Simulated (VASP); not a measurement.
# GaP (P6/mmm) in VASP: further runs, part 2 of 2

VASP 6.6.1. The steps go on from the part before.

### Step 5. Single point, PBE

This run uses another cell than the first one, of 25.88 Å³/atom.

INCAR reads:

```
SYSTEM = GaP
  ALGO = Normal
  EDIFF = 1E-6
  ENCUT = 520
  GGA = PE
  ISIF = 2
  ISMEAR = 0
  LASPH = .TRUE.
  LCHARG = .FALSE.
  LREAL = .FALSE.
  LWAVE = .FALSE.
  NBANDS = 26
  NELM = 100
  PREC = Accurate
  SIGMA = 0.1
```

KPOINTS reads:

```
k-points
0
G
  12 12 8
  0 0 0
```

POSCAR reads:

```
GaP
1.0
    4.5582703860      0.0000000000      0.0000000000
   -2.2791351930      3.9475779516      0.0000000000
    0.0000000000      0.0000000000      5.7520256656
Ga P
2 2
Direct
    0.3333333333      0.6666666667      0.5000000000
    0.6666666667      0.3333333333      0.5000000000
    0.0000000000      0.0000000000      0.3094711226
    0.0000000000      0.0000000000      0.6905288774
```

Run with:

```sh
cat potpaw_PBE.64/Ga_d/POTCAR potpaw_PBE.64/P/POTCAR > POTCAR
mpirun -np 1 vasp_std > vasp.out
```

Run time: 1.8 min. Hardware: 1 thread of Intel Xeon 6975P-C (Granite Rapids), shared host; peak memory 0.38 GiB.

The run converged. Its results:

```
Free energy            : -14.7978 eV
Pressure               : 0.0 GPa
Largest force          : 0.050 eV/Å
Band gap on the k mesh : zero (bands 18 and 19 overlap by 1.12 eV)
```

Forces in eV/Å, atoms in the order of the input:
```
Ga   0.000  0.000  0.000
Ga   0.000  0.000  0.000
P    0.000  0.000  0.050
P    0.000  0.000 -0.050
```

Stress tensor (GPa, compression positive):
```
 0.06  0.00  0.00
 0.00  0.06  0.00
 0.00  0.00 -0.18
```

Levels at points of the mesh, in eV from the Fermi level:
```tsv
k point	band 16	band 17	band 18	band 19	band 20	band 21
(0.00, 0.00, 0.00)	-3.17	-0.37	-0.37	0.10	0.70	0.70
(0.50, 0.00, 0.00)	-3.26	-1.96	0.35	1.85	2.85	4.02
(0.00, 0.00, 0.50)	-2.06	-0.34	-0.34	0.14	0.37	0.37
(0.50, 0.00, 0.50)	-2.41	-1.88	-0.02	2.25	2.29	2.93
```

Caveat: this functional lacks dispersion, which binds layers or chains, so the pressure and a relaxed spacing across them are unreliable.

### Step 6. Relaxation of cell and atoms, PBE

This run uses another cell than the first one, of 24.78 Å³/atom.

INCAR reads:

```
  ALGO = Normal
  EDIFF = 1E-6
  EDIFFG = -0.01
  ENCUT = 600
  GGA = PE
  IBRION = 2
  ISIF = 3
  ISMEAR = 0
  LASPH = T
  LCHARG = F
  LREAL = F
  LWAVE = F
  NELM = 80
  NSW = 100
  PREC = Accurate
  SIGMA = 0.1
```

KPOINTS reads:

```
k-points
0
Gamma
  12 12 8
```

POSCAR reads:

```
GaP
1.0
    4.4549913337      0.0000000000      0.0000000000
   -2.2274956668      3.8581356686      0.0000000000
    0.0000000000      0.0000000000      5.7657968659
Ga P
2 2
Direct
    0.3333333333      0.6666666667      0.5000000000
    0.6666666667      0.3333333333      0.5000000000
    0.0000000000      0.0000000000      0.3026802344
    0.0000000000      0.0000000000      0.6973197656
```

Potentials or basis: VASP PAW PBE potentials, release 64 (Ga_d, P).

Run with:

```sh
cat potpaw_PBE.64/Ga_d/POTCAR potpaw_PBE.64/P/POTCAR > POTCAR
mpirun -np 1 vasp_std > vasp.out
```

OUTCAR:

```text
EDIFF = 1E-6
   EDIFFG = -0.01
   ENCUT = 600
   GGA = PE
   IBRION = 2
   ISIF = 3
   ISMEAR = 0
   LASPH = T
   LREAL = F
   NELM = 80
   NSW = 100
   PREC = Accurate

 ion  position               nearest neighbor table
   1  0.333  0.667  0.500-   2 2.57   2 2.57   2 2.57   4 2.81   3 2.81   4 2.81   3 2.81   4 2.81
                             3 2.81
   2  0.667  0.333  0.500-   1 2.57   1 2.57   1 2.57   4 2.81   3 2.81   3 2.81   4 2.81   3 2.81
                             4 2.81
   3  0.000  0.000  0.303-   4 2.28   2 2.81   1 2.81   1 2.81   2 2.81   2 2.81   1 2.81
   4  0.000  0.000  0.697-   3 2.28   2 2.81   1 2.81   1 2.81   2 2.81   2 2.81   1 2.81

  LATTYP: Found a hexagonal cell.
 ALAT       =     4.4549913337
 C/A-ratio  =     1.2942330151

  Lattice vectors:

 A1 = (   4.4549913337,   0.0000000000,   0.0000000000)
 A2 = (  -2.2274956668,   3.8581356686,   0.0000000000)
 A3 = (   0.0000000000,   0.0000000000,   5.7657968659)

Analysis of symmetry for initial positions (statically):
=====================================================================
 Subroutine PRICEL returns:
 Original cell was already a primitive cell.

 Routine SETGRP: Setting up the symmetry group for a
 hexagonal supercell.

 Subroutine GETGRP returns: Found 24 space group operations
 (whereof 24 operations were pure point group operations)
 out of a pool of 24 trial point group operations.

The static configuration has the point symmetry D_6h.

Analysis of symmetry for dynamics (positions and initial velocities):
=====================================================================
 Subroutine PRICEL returns:
 Original cell was already a primitive cell.

 Routine SETGRP: Setting up the symmetry group for a
 hexagonal supercell.

 Subroutine GETGRP returns: Found 24 space group operations
 (whereof 24 operations were pure point group operations)
 out of a pool of 24 trial point group operations.

The dynamic configuration has the point symmetry D_6h.

 Subroutine INISYM returns: Found 24 space group operations
 (whereof 24 operations are pure point group operations),
 and found     1 'primitive' translations

----------------------------------------------------------------------------------------

                                     Primitive cell

  volume of cell :      99.1023

  direct lattice vectors                    reciprocal lattice vectors
     4.454991334  0.000000000  0.000000000     0.224467328  0.129596272  0.000000000
    -2.227495667  3.858135669  0.000000000     0.000000000  0.259192544  0.000000000
     0.000000000  0.000000000  5.765796866     0.000000000  0.000000000  0.173436564

  length of vectors
     4.454991334  4.454991334  5.765796866     0.259192544  0.259192544  0.173436564

  position of ions in fractional coordinates (direct lattice)
     0.333333333  0.666666667  0.500000000
     0.666666667  0.333333333  0.500000000
     0.000000000  0.000000000  0.302680234
     0.000000000  0.000000000  0.697319766

  ion indices of the primitive-cell ions
   primitive index   ion index
                 1           1
[... 66 lines left out ...]
   PREC   = accura    normal or accurate (medium, high low for compatibility)
   ISTART =      0    job   : 0-new  1-cont  2-samecut
   ICHARG =      2    charge: 1-file 2-atom 10-const
   ISPIN  =      1    spin polarized calculation?
   LNONCOLLINEAR =      F non collinear calculations
   LSORBIT =      F    spin-orbit coupling
   LASPH  =      T    aspherical Exc in radial PAW
   ENCUT  =  600.0 eV  44.10 Ry    6.64 a.u.   8.90  8.90 11.52*2*pi/ulx,y,z
   NELM   =     80;   NELMIN=  2; NELMDL= -5     # of ELM steps
   EDIFF  = 0.1E-05   stopping-criterion for ELM
   LREAL  =      F    real-space projection
   EDIFFG = -.1E-01   stopping-criterion for IOM
   NSW    =    100    number of steps for IOM
   IBRION =      2    ionic relax: 0-MD 1-quasi-New 2-CG
   NFREE  =      1    steps in history (QN), initial steepest desc. (CG)
   ISIF   =      3    stress and relaxation
   ISYM   =      2    0-nonsym 1-usesym 2-fastsym
   POTIM  = 0.5000    time-step for ionic-motion
   TEBEG  =    0.0;   TEEND  =   0.0 temperature during run
   PSTRESS=    0.0 pullay stress
   NELECT =      36.0000    total number of electrons
   NUPDOWN=      -1.0000    fix difference up-down
   EMIN   =  10.00;   EMAX   =-10.00  energy-range for DOS
   EFERMI =   0.00;   METHOD = LEGACY
   ISMEAR =     0;   SIGMA  =   0.10  broadening in eV -4-tet -1-fermi 0-gaus
   EFERMI_NEDOS =   21; number of points for ismear=-14 and -15
   IALGO  =     38    algorithm
   IMIX   =      4    mixing-type and parameters
     AMIX     =   0.40;   BMIX     =  1.00
     AMIX_MAG =   1.60;   BMIX_MAG =  1.00
  volume/ion in A,a.u.               =      24.78       167.19
  Fermi-wavevector in a.u.,A,eV,Ry     =   1.168103  2.207394 18.564665  1.364464
  Thomas-Fermi vector in A             =   2.304594
   LORBIT       =      0    0 simple, 1 ext, 2 COOP (PROOUT), +10 PAW based schemes
   GGA     = PE    functional components
   LHFCALC =     F    Hartree Fock is set to
   AEXX    =    0.0000 exact exchange contribution
   IVDW    =     0    specifies the selected vdW correction
   LEPSILON=     F    determine dielectric tensor
   LRPA    =     F    only Hartree local field effects (RPA)
 conjugate gradient relaxation of ions
 non-spin polarized calculation
 Gauss-broadening in eV      SIGMA  =   0.10
  energy-cutoff  :      600.00
  volume of cell :       99.10
 maximum number of plane-waves:      3333
 NGX is ok and might be reduce to    36
   NGX = 17   NGY = 17   NGZ = 23

--------------------------------------- Ionic step        1  -------------------------------------------

 number of electron      36.0000020 magnetization

 Free energy of the ion-electron system (eV)
  ---------------------------------------------------
  ext. energy  EPLUGINS =         0.00000000
  ---------------------------------------------------
  free energy    TOTEN  =       -14.73785701 eV

  energy without entropy =      -14.71911829  energy(sigma->0) =      -14.72848765

------------------------ aborting loop because EDIFF is reached ----------------------------------------

  FORCE on cell =-STRESS in cart. coord.  units (eV):
  Direction    XX          YY          ZZ          XY          YZ          ZX
  --------------------------------------------------------------------------------------
  -------------------------------------------------------------------------------------
  Total        1.0121104      1.0121104     -1.1169228      0.0000000      0.0000000      0.0000000
  in kB       16.3626926     16.3626926    -18.0571846      0.0000000      0.0000000      0.0000000
  external PRESSURE =       4.8894002 kB  Pullay stress =       0.0000000 kB
[... 95 lines left out ...]
  FREE ENERGIE OF THE ION-ELECTRON SYSTEM (eV)
  ---------------------------------------------------
  free  energy   TOTEN  =       -14.7897117074 eV

  energy  without entropy=      -14.7809931969  energy(sigma->0) =      -14.78535245

[... ionic steps 4 to 8 ...]

--------------------------------------- Ionic step        9  -------------------------------------------

 number of electron      35.9999978 magnetization

------------------------ aborting loop because EDIFF is reached ----------------------------------------
[... 71 lines left out ...]
--------------------------------------- Ionic step       11  -------------------------------------------

 number of electron      35.9999980 magnetization

 Free energy of the ion-electron system (eV)
  ---------------------------------------------------
  ext. energy  EPLUGINS =         0.00000000
  ---------------------------------------------------
  free energy    TOTEN  =       -14.79689600 eV

  energy without entropy =      -14.78684853  energy(sigma->0) =      -14.79187226

 E-fermi :   2.7905     XC(G=0):  -8.6130

 val. band max:        2.7856984535   @ k =   0.1667   0.1667   0.2500
 cond. band min:       2.8063345624   @ k =   0.5000   0.0000   0.3750
 fundamental gap:      0.0206361089
 Fermi energy:         2.7904720413

 k-point     1 :       0.0000    0.0000    0.0000
  band No.  band energies     occupation
      1     -12.0644      2.00000
      2     -11.9266      2.00000
      3     -11.9266      2.00000
      4     -11.8904      2.00000
      5     -11.8904      2.00000
      6     -11.8428      2.00000
[... 589 lines left out ...]
     21       5.8903      0.00000
     22       6.9351      0.00000

 [... further k-points ...]

------------------------ aborting loop because EDIFF is reached ----------------------------------------

  FORCE on cell =-STRESS in cart. coord.  units (eV):
  Direction    XX          YY          ZZ          XY          YZ          ZX
  --------------------------------------------------------------------------------------
  -------------------------------------------------------------------------------------
  Total       -0.0245936     -0.0245936     -0.0070023     -0.0000000      0.0000000      0.0000000
  in kB       -0.3851973     -0.3851973     -0.1096741     -0.0000000      0.0000000      0.0000000
  external PRESSURE =      -0.2933562 kB  Pullay stress =       0.0000000 kB
[... 19 lines left out ...]
  FREE ENERGIE OF THE ION-ELECTRON SYSTEM (eV)
  ---------------------------------------------------
  free  energy   TOTEN  =       -14.7968959984 eV

  energy  without entropy=      -14.7868485307  energy(sigma->0) =      -14.79187226

 reached required accuracy - stopping structural energy minimisation
```

OSZICAR:

```text
N       E                     dE             d eps       ncg     rms          rms(c)
DAV:   1     0.256217422237E+03    0.25622E+03   -0.19058E+04  4204   0.245E+03
DAV:   2     0.142419003516E+02   -0.24198E+03   -0.23755E+03  4484   0.508E+02
DAV:   3    -0.139394510746E+02   -0.28181E+02   -0.27814E+02  5050   0.136E+02
[... 95 lines left out ...]
DAV:   1    -0.147972985691E+02   -0.44649E-03   -0.90539E-03  4588   0.100E+00    0.110E-01
DAV:   2    -0.147970032249E+02    0.29534E-03   -0.97856E-04  5184   0.483E-01    0.556E-02
DAV:   3    -0.147969020493E+02    0.10118E-03   -0.18397E-04  5712   0.140E-01    0.154E-02
DAV:   4    -0.147968963032E+02    0.57461E-05   -0.31234E-05  4622   0.533E-02    0.621E-03
DAV:   5    -0.147968959984E+02    0.30478E-06   -0.22287E-06  3856   0.145E-02
  11 F= -.14796896E+02 E0= -.14791872E+02  d E =-.631308E-04
```

CONTCAR:

```text
GaP
   1.00000000000000
     4.5602901457334761    0.0000000000013792    0.0000000000000000
    -2.2801450728143622    3.9493271148069304    0.0000000000000000
     0.0000000000000000   -0.0000000000000000    5.6798040250637936
  Ga              P
     2     2
Direct
     0.3333333332999970    0.6666666667000030    0.5000000000000000
     0.6666666667000030    0.3333333332999970    0.5000000000000000
     0.0000000000000000    0.0000000000000000    0.3072370826221926
     0.0000000000000000    0.0000000000000000    0.6927629173778075

  0.00000000E+00  0.00000000E+00  0.00000000E+00
  0.00000000E+00  0.00000000E+00  0.00000000E+00
  0.00000000E+00  0.00000000E+00  0.00000000E+00
  0.00000000E+00  0.00000000E+00  0.00000000E+00
```

Run time: 10 min. Hardware: 1 thread of Intel Xeon 6975P-C (Granite Rapids), shared host; peak memory 0.39 GiB.

What came out:

| Item | Value |
| --- | --- |
| Free energy | -14.7969 eV |
| Relaxed volume | 25.57 Å³/atom |
| Relaxed cell | a = 4.560 Å, b = 4.560 Å, c = 5.680 Å, α = 90.00°, β = 90.00°, γ = 120.00° |
| Space group after relaxing (to 0.1 Å) | P6/mmm (No. 191) |
| Energy gained by relaxing | 14.8 meV/atom |
| Ionic steps | 11 |
| Pressure after relaxing | 0.0 GPa |
| Largest force after relaxing | 0.010 eV/Å |
| Band gap on the k mesh | zero (bands 18 and 19 overlap by 1.13 eV) |

Forces in eV/Å, atoms in the order of the input:
```
Ga   0.000  0.000  0.000
Ga   0.000  0.000  0.000
P    0.000  0.000  0.010
P    0.000  0.000 -0.010
```

The path:
| step | energy change (eV) | largest force (eV/Å) | pressure (GPa) | volume (Å³) |
| --- | --- | --- | --- | --- |
| 1 | 0.0000 | 0.4273 | 0.49 | 99.10 |
| 2 | -0.0468 | 0.1234 | 0.83 | 100.17 |
| 3 | -0.0519 | 0.3946 | 0.87 | 100.80 |
| 4 | -0.0538 | 0.1376 | 0.87 | 100.55 |
| 5 | -0.0539 | 0.1827 | 0.87 | 100.59 |
| 6 | -0.0573 | 0.0045 | -0.33 | 103.06 |
| 7 | -0.0587 | 0.0677 | 0.06 | 102.16 |
| 8 | -0.0587 | 0.0846 | -0.03 | 102.19 |
| 9 | -0.0590 | 0.0111 | 0.02 | 102.17 |
| 10 | -0.0590 | 0.0104 | 0.00 | 102.21 |
| 11 | -0.0590 | 0.0099 | -0.03 | 102.29 |

Final structure:
```yaml
crystal:
  lattice:
    - [4.56029, 0.00000, 0.00000]
    - [-2.28015, 3.94933, 0.00000]
    - [0.00000, 0.00000, 5.67980]
  atoms:
    - { symbol: Ga, position: [0.33333, 0.66667, 0.50000] }
    - { symbol: Ga, position: [0.66667, 0.33333, 0.50000] }
    - { symbol: P, position: [0.00000, 0.00000, 0.30724] }
    - { symbol: P, position: [0.00000, 0.00000, 0.69276] }
```

Caveat: this functional lacks dispersion, which binds layers or chains, so the pressure and a relaxed spacing across them are unreliable.

### Step 7. Overview

```tsv
task	cell	k mesh	cutoff (eV)	gap on the mesh (eV)	pressure (GPa)	relaxed volume (Å³/atom)	largest force (eV/Å)
single point	a = 3.489, b = 3.489, c = 7.403 Å, angles 90.0, 90.0, 120.0°, 4 atoms, atomic positions A	6 × 6 × 4	520	none	52.0	-	3.51
single point	a = 4.455, b = 4.455, c = 5.766 Å, angles 90.0, 90.0, 120.0°, 4 atoms, atomic positions B	6 × 6 × 4	520	none	-0.1	-	0.08
relaxation of cell and atoms	relaxed from a = 3.489, b = 3.489, c = 7.403 Å, angles 90.0, 90.0, 120.0°, 4 atoms, atomic positions A	6 × 6 × 4	600	none	-0.2	26.98	0.02
single point	a = 4.558, b = 4.558, c = 5.752 Å, angles 90.0, 90.0, 120.0°, 4 atoms, atomic positions C	12 × 12 × 8	520	none	0.0	-	0.05
relaxation of cell and atoms	relaxed from a = 4.455, b = 4.455, c = 5.766 Å, angles 90.0, 90.0, 120.0°, 4 atoms, atomic positions B	12 × 12 × 8	600	none	0.0	25.57	0.01
```

Alike in all rows: level PBE; potentials or basis VASP PAW PBE potentials, release 64 (Ga_d, P); no spin polarisation; smearing gaussian 0.1 eV.

Caveats: this functional lacks dispersion, which binds layers or chains, so the pressure and a relaxed spacing across them are unreliable; the stress differs along the axes, from 20 to 68 GPa (at least some runs); forces of over 1 eV/Å act on the atoms, so gaps and moduli don't describe the material at rest (at least some runs); the volume moved by over 15 % at a fixed basis, so the end points are rough (at least some runs).

Absolute energies hang on the potentials; compare differences alone.

The gap in the log of VASP goes by the Fermi energy; the results here count the filled bands.